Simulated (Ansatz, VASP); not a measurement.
**ScF in VASP and in Ansatz**

```
Sc F
1.0
     0.00000    2.41442    2.41442
     2.41442    0.00000    2.41442
     2.41442    2.41442    0.00000
Sc F
1 1
Direct
  0.00000 0.00000 0.00000
  0.50000 0.50000 0.50000
```

Alike in both runs: functional PBE; k mesh 7 × 7 × 7; occupations gaussian, width 0.2 eV; no spin polarisation.

Ansatz relaxed the structure, and its values are those at the end. VASP's run is a single point on that final structure, the one shown.

|  | VASP | Ansatz |
| --- | --- | --- |
| version | VASP 6.6.1 | Ansatz 0.2.0 |
| potentials or method | VASP PAW PBE potentials, release 64 (Sc_sv, F), cutoff 600 eV | scalar-relativistic, plane waves, PAW |
| valence electrons in the cell | 18 | 18 |

```csv
,VASP,Ansatz,Ansatz less VASP
gap on the k mesh at the Fermi level (eV),none,none,-
pressure (GPa),0.5,0.5,-0.02
```

A gap of «none» marks a metal or a gap that the smearing closes.
